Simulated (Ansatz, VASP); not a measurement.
# BaHfO3: VASP beside Ansatz

File INCAR:

```
SYSTEM = BaHfO3
ALGO     = Normal         ! electronic algorithm
EDIFF    = 1E-7           ! SCF threshold, eV
ENCUT    = 520            ! plane-wave cutoff, eV
GGA      = PE             ! functional
ISIF     = 2              ! what is computed and relaxed
ISMEAR   = 0              ! smearing method
LASPH    = .TRUE.         ! aspherical terms in the spheres
LCHARG   = .FALSE.        ! write CHGCAR
LREAL    = .FALSE.        ! projectors in reciprocal space
LWAVE    = .FALSE.        ! write WAVECAR
NBANDS   = 27             ! bands
NELM     = 100            ! most SCF steps
PREC     = Accurate       ! precision mode
SIGMA    = 0.02           ! smearing width, eV
```

KPOINTS

```
k-points
0
G
  6 6 6
  0 0 0
```

The input POSCAR:

```
BaHfO3
1.0
    4.1695667999      0.0000000000      0.0000000000
    0.0000000000      4.1695667999      0.0000000000
    0.0000000000      0.0000000000      4.1703766343
Ba Hf O
1 1 3
Direct
    0.5000000000      0.5000000000      0.9964249600
    0.0000000000      0.0000000000      0.4978753300
    0.0000000000      0.5000000000      0.4988901400
    0.5000000000      0.0000000000      0.4988901400
    0.0000000000      0.0000000000      0.9979412200
```

Input for Ansatz:

```yaml
crystal:
  lattice:
    - [4.1695667999, 0.0, 0.0]
    - [0.0, 4.1695667999, 0.0]
    - [0.0, 0.0, 4.1703766343]
  atoms:
    - { symbol: Ba, position: [0.5, 0.5, 0.99642496] }
    - { symbol: Hf, position: [0.0, 0.0, 0.49787533] }
    - { symbol: O, position: [0.0, 0.5, 0.49889014] }
    - { symbol: O, position: [0.5, 0.0, 0.49889014] }
    - { symbol: O, position: [0.0, 0.0, 0.99794122] }
basis:
  ecutwfc: 420
kpoints:
  mp_grid: { grid: [6, 6, 6] }
hamiltonian:
  xc: pbe
scf:
  occupations: { method: gaussian, width: 0.02 }
output:
  forces: true
  stress: true
  eigenvalues: true
  populations: true
```

Alike in both runs: task single point; functional PBE; k mesh 6 × 6 × 6; occupations gaussian, width 0.02 eV; no spin polarisation.

|  | VASP | Ansatz |
| --- | --- | --- |
| version | VASP 6.6.1 | Ansatz 0.2.0 |
| potentials or method | VASP PAW PBE potentials, release 64 (Ba_sv, Hf_pv, O), cutoff 520 eV | scalar-relativistic, plane waves, PAW |
| valence electrons in the cell | 38 | 54 |

|  | VASP | Ansatz | Ansatz less VASP |
| --- | --- | --- | --- |
| gap on the k mesh at the Fermi level (eV) | 3.59 | 3.68 | +0.089 |
| least direct gap on the mesh (eV) | 3.80 | 3.78 | -0.025 |
| pressure (GPa) | 3.7 | 4.3 | +0.53 |
| rms of the force components (eV/Å) | 0.010 | 0.009 | -0.0011 |

Atom by atom the forces differ by 0.002 eV/Å (rms over components). VASP's potentials hold 38 valence electrons a cell and Ansatz's 54, so a difference there can come from the potentials and not from the codes.

Neither program's run includes spin-orbit coupling.
